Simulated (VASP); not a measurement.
# HfN (HfN (Fm-3m)) (Fm-3m) in VASP: notebook

HfN (HfN (Fm-3m)) is run at these levels: PBE; tasks: single point, relaxation of cell and atoms.

Everything below comes from runs of VASP 6.6.1. Logs are shortened: lines on timing, memory, paths and dates and some standing lists are left out, and cuts for length are marked.

## (1) The cell of the first run

Symmetry: Fm-3m, No. 225, cubic system. Conventional cell: a = 4.548 Å, b = 4.548 Å, c = 4.548 Å, α = 90.00°, β = 90.00°, γ = 90.00°. Hf (site symmetry m-3m) has 6 N at 2.27 Å within 3.0 Å. N (site symmetry m-3m) has 6 Hf at 2.27 Å within 3.0 Å.

## (2) Single point, PBE

INCAR

```
PREC = Accurate ; ENCUT = 520
EDIFF = 1E-7 ; ISMEAR = 1
SIGMA = 0.1 ; LREAL = False
LASPH = True ; NELM = 60
ALGO = Normal ; ISIF = 2
LWAVE = False ; LCHARG = False
GGA = PE ; NBANDS = 14
```

KPOINTS

```
Automatic mesh
0
Gamma
  15 15 15
```

POSCAR

```
HfN
1.0
    0.0000000000      2.2739316749      2.2739316749
    2.2739316749      0.0000000000      2.2739316749
    2.2739316749      2.2739316749      0.0000000000
Hf N
1 1
Direct
    0.0000000000      0.0000000000      0.0000000000
    0.5000000000      0.5000000000      0.5000000000
```

Potentials or basis: VASP PAW PBE potentials, release 64 (Hf_pv, N).

Launch:

```
cat potpaw_PBE.64/Hf_pv/POTCAR potpaw_PBE.64/N/POTCAR > POTCAR
mpirun -np 1 vasp_std > vasp.out
```

OUTCAR:

```text
PREC = Accurate
   ENCUT = 520
   EDIFF = 1E-7
   ISMEAR = 1
   LREAL = False
   LASPH = True
   NELM = 60
   ISIF = 2
   GGA = PE

 ion  position               nearest neighbor table
   1  0.000  0.000  0.000-   2 2.27   2 2.27   2 2.27   2 2.27   2 2.27   2 2.27
   2  0.500  0.500  0.500-   1 2.27   1 2.27   1 2.27   1 2.27   1 2.27   1 2.27

  LATTYP: Found a face centered cubic cell.
 ALAT       =     4.5478633498

  Lattice vectors:

 A1 = (   0.0000000000,   2.2739316749,   2.2739316749)
 A2 = (   2.2739316749,   0.0000000000,   2.2739316749)
 A3 = (   2.2739316749,   2.2739316749,   0.0000000000)

Analysis of symmetry for initial positions (statically):
=====================================================================
 Subroutine PRICEL returns:
 Original cell was already a primitive cell.

 Routine SETGRP: Setting up the symmetry group for a
 face centered cubic supercell.

 Subroutine GETGRP returns: Found 48 space group operations
 (whereof 48 operations were pure point group operations)
 out of a pool of 48 trial point group operations.

The static configuration has the point symmetry O_h .

Analysis of symmetry for dynamics (positions and initial velocities):
=====================================================================
 Subroutine PRICEL returns:
 Original cell was already a primitive cell.

 Routine SETGRP: Setting up the symmetry group for a
 face centered cubic supercell.

 Subroutine GETGRP returns: Found 48 space group operations
 (whereof 48 operations were pure point group operations)
 out of a pool of 48 trial point group operations.

The dynamic configuration has the point symmetry O_h .

 Subroutine INISYM returns: Found 48 space group operations
 (whereof 48 operations are pure point group operations),
 and found     1 'primitive' translations

----------------------------------------------------------------------------------------

                                     Primitive cell

  volume of cell :      23.5159

  direct lattice vectors                    reciprocal lattice vectors
     0.000000000  2.273931675  2.273931675    -0.219883476  0.219883476  0.219883476
     2.273931675  0.000000000  2.273931675     0.219883476 -0.219883476  0.219883476
     2.273931675  2.273931675  0.000000000     0.219883476  0.219883476 -0.219883476

  length of vectors
     3.215825015  3.215825015  3.215825015     0.380849352  0.380849352  0.380849352

  position of ions in fractional coordinates (direct lattice)
     0.000000000  0.000000000  0.000000000
     0.500000000  0.500000000  0.500000000

  ion indices of the primitive-cell ions
   primitive index   ion index
                 1           1
                 2           2

----------------------------------------------------------------------------------------

 KPOINTS: Automatic mesh

Automatic generation of k-mesh.
 Grid dimensions read from file:
 generate k-points for:   15   15   15

 Generating k-lattice:

  Cartesian coordinates                     Fractional coordinates (reciprocal lattice)
    -0.014658898  0.014658898  0.014658898     0.066666667  0.000000000  0.000000000
     0.014658898 -0.014658898  0.014658898     0.000000000  0.066666667  0.000000000
     0.014658898  0.014658898 -0.014658898     0.000000000  0.000000000  0.066666667

  Length of vectors
     0.025389957  0.025389957  0.025389957

  Shift w.r.t. Gamma in fractional coordinates (k-lattice)
     0.000000000  0.000000000  0.000000000

 Subroutine IBZKPT returns following result:
 ===========================================

 Found    120 irreducible k-points:

 Following reciprocal coordinates:
            Coordinates               Weight
  0.000000  0.000000  0.000000      1.000000
  0.066667  0.000000  0.000000      8.000000
  0.133333  0.000000  0.000000      8.000000
  0.200000  0.000000  0.000000      8.000000
  0.266667  0.000000  0.000000      8.000000
  0.333333  0.000000  0.000000      8.000000
[... 16 lines left out ...]
  0.133333  0.133333  0.000000      6.000000
  0.200000  0.133333  0.000000     24.000000
 [... further k-points ...]
   k-points           NKPTS =    120   k-points in BZ     NKDIM =    120   number of bands    NBANDS=     14
   number of dos      NEDOS =    301   number of ions     NIONS =      2
   total plane-waves  NPLWV =  13824
   dimension x,y,z NGX =    24 NGY =   24 NGZ =   24
   dimension x,y,z NGXF=    48 NGYF=   48 NGZF=   48
   ions per type =               1   1
   NGX,Y,Z   is equivalent  to a cutoff of  12.41, 12.41, 12.41 a.u.
   NGXF,Y,Z  is equivalent  to a cutoff of  24.81, 24.81, 24.81 a.u.
 SYSTEM =  unknown system
   PREC   = accura    normal or accurate (medium, high low for compatibility)
   ISTART =      0    job   : 0-new  1-cont  2-samecut
   ICHARG =      2    charge: 1-file 2-atom 10-const
   ISPIN  =      1    spin polarized calculation?
   LNONCOLLINEAR =      F non collinear calculations
   LSORBIT =      F    spin-orbit coupling
   LASPH  =      T    aspherical Exc in radial PAW
   ENCUT  =  520.0 eV  38.22 Ry    6.18 a.u.   5.98  5.98  5.98*2*pi/ulx,y,z
   NELM   =     60;   NELMIN=  2; NELMDL= -5     # of ELM steps
   EDIFF  = 0.1E-06   stopping-criterion for ELM
   LREAL  =      F    real-space projection
   EDIFFG = 0.1E-05   stopping-criterion for IOM
   NSW    =      0    number of steps for IOM
   IBRION =     -1    ionic relax: 0-MD 1-quasi-New 2-CG
   NFREE  =      0    steps in history (QN), initial steepest desc. (CG)
   ISIF   =      2    stress and relaxation
   ISYM   =      2    0-nonsym 1-usesym 2-fastsym
   POTIM  = 0.5000    time-step for ionic-motion
   TEBEG  =    0.0;   TEEND  =   0.0 temperature during run
   PSTRESS=    0.0 pullay stress
   NELECT =      15.0000    total number of electrons
   NUPDOWN=      -1.0000    fix difference up-down
   EMIN   =  10.00;   EMAX   =-10.00  energy-range for DOS
   EFERMI =   0.00;   METHOD = LEGACY
   ISMEAR =     1;   SIGMA  =   0.10  broadening in eV -4-tet -1-fermi 0-gaus
   EFERMI_NEDOS =   21; number of points for ismear=-14 and -15
   IALGO  =     38    algorithm
   IMIX   =      4    mixing-type and parameters
     AMIX     =   0.40;   BMIX     =  1.00
     AMIX_MAG =   1.60;   BMIX_MAG =  1.00
  volume/ion in A,a.u.               =      11.76        79.35
  Fermi-wavevector in a.u.,A,eV,Ry     =   1.409239  2.663075 27.020534  1.985953
  Thomas-Fermi vector in A             =   2.531315
   LORBIT       =      0    0 simple, 1 ext, 2 COOP (PROOUT), +10 PAW based schemes
   GGA     = PE    functional components
   LHFCALC =     F    Hartree Fock is set to
   AEXX    =    0.0000 exact exchange contribution
   IVDW    =     0    specifies the selected vdW correction
   LEPSILON=     F    determine dielectric tensor
   LRPA    =     F    only Hartree local field effects (RPA)
 non-spin polarized calculation
 Methfessel and Paxton  Order N= 1 SIGMA  =   0.10
  energy-cutoff  :      520.00
  volume of cell :       23.52
 maximum number of plane-waves:       644
   NGX = 11   NGY = 11   NGZ = 11

 number of electron      15.0000000 magnetization

 Free energy of the ion-electron system (eV)
  ---------------------------------------------------
  ext. energy  EPLUGINS =         0.00000000
  ---------------------------------------------------
  free energy    TOTEN  =       -21.75614916 eV

  energy without entropy =      -21.75631995  energy(sigma->0) =      -21.75620609

 E-fermi :   8.2316     XC(G=0): -12.6290

 val. band max:        8.1988452253   @ k =   0.2667   0.0667   0.0000
 cond. band min:       8.2472674165   @ k =  -0.1333   0.0667   0.0000
 fundamental gap:      0.0484221912
 Fermi energy:         8.2315731669

 k-point     1 :       0.0000    0.0000    0.0000
  band No.  band energies     occupation
      1     -23.0205      2.00000
      2     -23.0205      2.00000
      3     -23.0205      2.00000
      4      -9.1851      2.00000
      5       5.2028      2.00000
      6       5.2028      2.00000
      7       5.2028      2.00000
      8       7.8738      2.00001
      9       7.8738      2.00001
     10       7.8738      2.00001
     11       9.8182     -0.00000
     12      10.1306     -0.00000
     13      10.1306     -0.00000
     14      17.7265      0.00000

 k-point     2 :       0.0667    0.0000    0.0000
  band No.  band energies     occupation
      1     -23.0626      2.00000
      2     -23.0241      2.00000
      3     -23.0241      2.00000
      4      -9.0869      2.00000
      5       4.7498      2.00000
      6       4.9462      2.00000
      7       4.9462      2.00000
      8       7.9921      2.00366
      9       8.0224      2.01174
     10       8.0224      2.01174
     11      10.1528     -0.00000
     12      10.4652      0.00000
     13      10.4652      0.00000
     14      18.0671      0.00000

 k-point     3 :       0.1333    0.0000    0.0000
  band No.  band energies     occupation
      1     -23.1796      2.00000
      2     -23.0342      2.00000
      3     -23.0342      2.00000
      4      -8.8058      2.00000
      5       3.7626      2.00000
      6       4.3642      2.00000
      7       4.3642      2.00000
      8       8.1888      1.65556
      9       8.4109     -0.02940
     10       8.4109     -0.02940
     11      10.9808      0.00000
     12      11.3248      0.00000
     13      11.3248      0.00000
     14      19.0015      0.00000

 k-point     4 :       0.2000    0.0000    0.0000
  band No.  band energies     occupation
      1     -23.3466      2.00000
      2     -23.0489      2.00000
      3     -23.0489      2.00000
      4      -8.3804      2.00000
      5       2.6419      2.00000
      6       3.7109      2.00000
      7       3.7109      2.00000
      8       8.4535     -0.00740
      9       8.9853     -0.00000
     10       8.9853     -0.00000
     11      11.9772      0.00000
     12      12.4651      0.00000
     13      12.4651      0.00000
     14      20.2338      0.00000

 k-point     5 :       0.2667    0.0000    0.0000
  band No.  band energies     occupation
      1     -23.5313      2.00000
      2     -23.0658      2.00000
      3     -23.0658      2.00000
      4      -7.8675      2.00000
      5       1.5616      2.00000
      6       3.1168      2.00000
      7       3.1168      2.00000
      8       8.8753     -0.00000
      9       9.7097     -0.00000
     10       9.7097     -0.00000
     11      12.8816      0.00000
[... 276 lines left out ...]
 k-point    22 :      -0.0667    0.0667    0.0000
  band No.  band energies     occupation
      1     -23.1205      2.00000
      2     -23.0460      2.00000
      3     -23.0227      2.00000
      4      -8.9301      2.00000
      5       4.0900      2.00000
      6       4.4893      2.00000
      7       4.8207      2.00000
      8       8.0520      2.02916
      9       8.0675      2.04235
     10       8.5371     -0.00014
     11      10.1737     -0.00000
     12      11.0381      0.00000
     13      11.2554      0.00000
     14      18.6034      0.00000

 k-point    23 :       0.1333    0.1333    0.0000
  band No.  band energies     occupation
      1     -23.1700      2.00000
      2     -23.0685      2.00000
      3     -23.0685      2.00000
      4      -8.7187      2.00000
      5       3.0240      2.00000
      6       4.7033      2.00000
      7       4.7033      2.00000
      8       7.0608      2.00000
      9       9.2302     -0.00000
     10       9.2302     -0.00000
     11      10.2990      0.00000
     12      10.4176      0.00000
     13      13.0872      0.00000
     14      19.4017      0.00000

 k-point    24 :       0.2000    0.1333    0.0000
  band No.  band energies     occupation
      1     -23.2766      2.00000
      2     -23.0918      2.00000
      3     -23.0828      2.00000
      4      -8.4512      2.00000
      5       2.3642      2.00000
      6       4.2874      2.00000
      7       4.4105      2.00000
      8       6.9611      2.00000
      9       9.7326     -0.00000
     10       9.7861     -0.00000
     11      10.8128      0.00000
     12      10.8972      0.00000
     13      14.1533      0.00000
     14      20.3457      0.00000

 [... further k-points ...]
[... 5 lines left out ...]
  --------------------------------------------------------------------------------------
  -------------------------------------------------------------------------------------
  Total       -0.3466443     -0.3466443     -0.3466443     -0.0000000     -0.0000000      0.0000000
  in kB      -23.6174183    -23.6174183    -23.6174183     -0.0000000     -0.0000000      0.0000000
  external PRESSURE =     -23.6174183 kB  Pullay stress =       0.0000000 kB

 VOLUME and BASIS-vectors are now :
 -----------------------------------------------------------------------------
  energy-cutoff  :      520.00
  volume of cell :       23.52
      direct lattice vectors                 reciprocal lattice vectors
     0.000000000  2.273931675  2.273931675    -0.219883476  0.219883476  0.219883476
     2.273931675  0.000000000  2.273931675     0.219883476 -0.219883476  0.219883476
     2.273931675  2.273931675  0.000000000     0.219883476  0.219883476 -0.219883476

 POSITION                                       TOTAL-FORCE (eV/Angst)
 -----------------------------------------------------------------------------------
      0.00000      0.00000      0.00000        -0.000000      0.000000     -0.000000
      2.27393      2.27393      2.27393         0.000000      0.000000      0.000000
 -----------------------------------------------------------------------------------
    total drift:                                0.000000     -0.000000     -0.000000

  FREE ENERGIE OF THE ION-ELECTRON SYSTEM (eV)
  ---------------------------------------------------
  free  energy   TOTEN  =       -21.7561491553 eV

  energy  without entropy=      -21.7563199515  energy(sigma->0) =      -21.75620609
```

Wall time 11 s (1 thread of Intel Xeon 6975P-C (Granite Rapids), shared host); peak memory 0.17 GiB.

What came out:

```yaml
Free_energy: -21.7561 eV
Pressure: -2.4 GPa
```

Caveat: spin-orbit coupling is left out, which moves the levels of the heavy elements.

## (3) Relaxation of cell and atoms, PBE

This run uses another cell than the first one, of 11.48 Å³/atom, 0.976 times its volume.

INCAR

```
SYSTEM = HfN
PREC     = Accurate       ! precision mode
ENCUT    = 600            ! plane-wave cutoff, eV
EDIFF    = 1E-6           ! SCF threshold, eV
ISMEAR   = 1              ! smearing method
SIGMA    = 0.1            ! smearing width, eV
LREAL    = .False.        ! projectors in reciprocal space
LASPH    = .True.         ! aspherical terms in the spheres
NELM     = 100            ! most SCF steps
ALGO     = Normal         ! electronic algorithm
ISIF     = 3              ! what is computed and relaxed
LWAVE    = .False.        ! write WAVECAR
LCHARG   = .False.        ! write CHGCAR
GGA      = PE             ! functional
IBRION   = 2              ! ionic algorithm
NSW      = 80             ! ionic steps
EDIFFG   = -0.005         ! ionic threshold
```

KPOINTS

```
regular mesh
0
Gamma
  15 15 15
  0 0 0
```

POSCAR

```
HfN
1.0
    0.0000000000      2.2558601000      2.2558601000
    2.2558601000      0.0000000000      2.2558601000
    2.2558601000      2.2558601000      0.0000000000
Hf N
1 1
Direct
    0.0000000000      0.0000000000      0.0000000000
    0.5000000000      0.5000000000      0.5000000000
```

Potentials or basis: VASP PAW PBE potentials, release 64 (Hf_pv, N).

Launch:

```
cat potpaw_PBE.64/Hf_pv/POTCAR potpaw_PBE.64/N/POTCAR > POTCAR
mpirun -np 1 vasp_std > vasp.out
```

Run time: 39 s. Hardware: 1 thread of Intel Xeon 6975P-C (Granite Rapids), shared host; peak memory 0.2 GiB.

It converged, with:

| Item | Value |
| --- | --- |
| Free energy | -21.7591 eV |
| Relaxed volume | 11.65 Å³/atom |
| Relaxed cell | a = 3.206 Å, b = 3.206 Å, c = 3.206 Å, α = 60.00°, β = 60.00°, γ = 60.00° |
| Space group after relaxing (to 0.05 Å) | Fm-3m (No. 225) |
| Energy gained by relaxing | 2.1 meV/atom |
| Ionic steps | 3 |
| Pressure after relaxing | 0.0 GPa |

Step by step:
| step | energy change (eV) | largest force (eV/Å) | pressure (GPa) | volume (Å³) |
| --- | --- | --- | --- | --- |
| 1 | 0.0000 | 0.0000 | 4.10 | 22.96 |
| 2 | 0.0103 | 0.0000 | -7.00 | 23.95 |
| 3 | -0.0043 | 0.0000 | -0.02 | 23.30 |

Final structure:
```
Hf N
1.0
     0.00000    2.26700    2.26700
     2.26700    0.00000    2.26700
     2.26700    2.26700    0.00000
Hf N
1 1
Direct
  0.00000 0.00000 0.00000
  0.50000 0.50000 0.50000
```

Levels at points of the mesh, in eV from the Fermi level:
| k point | band 4 | band 5 | band 6 | band 7 | band 8 | band 9 | band 10 | band 11 |
| --- | --- | --- | --- | --- | --- | --- | --- | --- |
| (0.00, 0.00, 0.00) | -17.47 | -3.04 | -3.04 | -3.04 | -0.36 | -0.36 | -0.36 | 1.67 |

Caveat: spin-orbit coupling is left out, which moves the levels of the heavy elements.

(Continued in part 2 of 2.)
